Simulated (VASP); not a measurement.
Wanted: the native input for a VASP 6.6.1 run.

| Property | Result |
| --- | --- |
| Task | single point |
| Functional | LDA |
| Potentials or basis | VASP PAW LDA potentials, release 64 (Li_sv, H) |
| Cutoff | 520 eV |
| k mesh | 9 × 9 × 9 |
| Occupations | fermi-dirac, width 0.05 eV |
| Spin | no spin polarisation |
| Dipole correction | no |
| Further INCAR settings | ALGO = Normal; EDIFF = 1e-06; NBANDS = 9 |

The structure of LiH lies in POSCAR:

```
LiH
1.0
    0.0000000000      2.0092229770      2.0092229770
    2.0092229770      0.0000000000      2.0092229770
    2.0092229770      2.0092229770      0.0000000000
Li H
1 1
Direct
    0.0000000000      0.0000000000      0.0000000000
    0.5000000000      0.5000000000      0.5000000000
```

These files were run (other wordings do the same):

INCAR

```
PREC = Accurate
ENCUT = 520
EDIFF = 1E-6
ISMEAR = -1
SIGMA = 0.05
LREAL = F
LASPH = T
NELM = 80
ALGO = Normal
ISIF = 2
LWAVE = F
LCHARG = F
GGA = CA
NBANDS = 9
```

KPOINTS

```
regular mesh
0
Gamma
  9 9 9
```

Potentials or basis: VASP PAW LDA potentials, release 64 (Li_sv, H).

Command:

```bash
$ cat potpaw_LDA.64/Li_sv/POTCAR potpaw_LDA.64/H/POTCAR > POTCAR
$ mpirun -np 1 vasp_std > vasp.out
```

Results of the run:

```json
{"Band gap on the k mesh": "2.91 eV, direct"}
```

It took 3.4 s on 1 thread of Intel Xeon 6975P-C, on a shared host, peak memory 0.12 GiB.
